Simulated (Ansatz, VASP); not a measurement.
**AlN in VASP and in Ansatz**

File INCAR:

```
SYSTEM = AlN
ALGO     = Normal         ! electronic algorithm
EDIFF    = 1E-6           ! SCF threshold, eV
ENCUT    = 520            ! plane-wave cutoff, eV
GGA      = PE             ! functional
ISIF     = 2              ! what is computed and relaxed
ISMEAR   = 0              ! smearing method
LASPH    = .TRUE.         ! aspherical terms in the spheres
LCHARG   = .FALSE.        ! write CHGCAR
LREAL    = .FALSE.        ! projectors in reciprocal space
LWAVE    = .FALSE.        ! write WAVECAR
NBANDS   = 26             ! bands
NELM     = 60             ! most SCF steps
PREC     = Accurate       ! precision mode
SIGMA    = 0.05           ! smearing width, eV
```

Contents of KPOINTS:

```
k-points
0
G
  8 6 4
  0 0 0
```

Contents of POSCAR:

```
AlN
1.0
   -1.6567491617      2.8695737234      0.0000000000
    0.0000000000      0.0000000000      4.1874629526
    4.9702474850      2.8695737234      0.0000000000
Al N
4 4
Direct
    0.5417557485      0.7500000000      0.2566378005
    0.0000000000      0.7500000000      0.6666666667
    0.0000000000      0.2500000000      0.3333333333
    0.5000000000      0.2500000000      0.8333333333
    0.5000000000      0.2500000000      0.1666666667
    0.0000000000      0.2500000000      0.6666666667
    0.0000000000      0.7500000000      0.3333333333
    0.5000000000      0.7500000000      0.8333333333
```

Input for Ansatz:

```yaml
crystal:
  lattice:
    - [-1.6567491617, 2.8695737234, 0.0]
    - [0.0, 0.0, 4.1874629526]
    - [4.970247485, 2.8695737234, 0.0]
  atoms:
    - { symbol: Al, position: [0.5417557485, 0.75, 0.2566378005] }
    - { symbol: Al, position: [0.0, 0.75, 0.6666666667] }
    - { symbol: Al, position: [0.0, 0.25, 0.3333333333] }
    - { symbol: Al, position: [0.5, 0.25, 0.8333333333] }
    - { symbol: "N", position: [0.5, 0.25, 0.1666666667] }
    - { symbol: "N", position: [0.0, 0.25, 0.6666666667] }
    - { symbol: "N", position: [0.0, 0.75, 0.3333333333] }
    - { symbol: "N", position: [0.5, 0.75, 0.8333333333] }
basis:
  ecutwfc: 420
kpoints:
  mp_grid: { grid: [8, 6, 4] }
hamiltonian:
  xc: pbe
  pseudopotentials: { kind: paw, azcp: { folder: soft_1 } }
scf:
  occupations: { method: gaussian, width: 0.05 }
output:
  forces: true
  stress: true
  eigenvalues: true
  write_density: true
  write_potential: true
  elf: true
  volumetric_format: npy
```

Alike in both runs: task single point; functional PBE; k mesh 8 × 6 × 4; occupations gaussian, width 0.05 eV; no spin polarisation.

```csv
,VASP,Ansatz
version,VASP 6.6.1,Ansatz 0.2.0
potentials or method,"VASP PAW PBE potentials, release 64 (Al, N), cutoff 520 eV","scalar-relativistic, plane waves, PAW"
valence electrons in the cell,32,32
```

```csv
,VASP,Ansatz,Ansatz less VASP
gap on the k mesh at the Fermi level (eV),2.38,2.38,-0.007
least direct gap on the mesh (eV),2.38,2.38,-0.007
pressure (GPa),8.8,8.9,+0.10
"traceless stress, the component that is largest in VASP (GPa)",16.71,16.66,-0.054
rms of the force components (eV/Å),2.685,2.675,-0.0103
```

Atom by atom the forces differ by 0.013 eV/Å (rms over components). With one functional, cell and mesh, what is left measures potentials, basis and numerics.
